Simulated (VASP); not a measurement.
Runs of VASP 6.6.1 on In2GaN3. The structure is that of space group I-4m2 (No. 119), or close to it. The cells are those of the table. 

```tsv
cell	gap on the mesh (eV)	pressure (GPa)	largest force (eV/Å)
a = 7.841 Å, angles 154.4, 154.4, 36.5°, 6 atoms	none	-3.5	0.04
a = 7.764 Å, angles 154.4, 154.4, 36.5°, 6 atoms	none	0.2	0.01
a = 7.606 Å, angles 154.4, 154.4, 36.5°, 6 atoms	0.13	(b)	0.11
a = 7.686 Å, angles 154.4, 154.4, 36.5°, 6 atoms	-	(a)	0.05
a = 7.917 Å, angles 154.4, 154.4, 36.5°, 6 atoms	none	-6.7	0.07
```

Alike in all rows: task single point; level PBE; potentials or basis VASP PAW PBE potentials, release 64 (Ga_d, N, In_d); no spin polarisation; k mesh 8 × 8 × 8; cutoff (eV) 520; smearing fermi-dirac 0.02 eV.

Q: Estimate the missing entries.

A: (a) 4.6; (b) 9.9.

Caveats: spin-orbit coupling is left out, which moves the levels of the heavy elements; semilocal functionals underestimate gaps, so a narrow gap can read as zero (at least some runs); the cell stands under tension (at least some runs); the cell stands under pressure (at least some runs).

A k mesh can miss the band edges, and the runs leave out spin-orbit coupling on Ga, In.

A gap of «none» marks levels without a gap at the run's occupations.
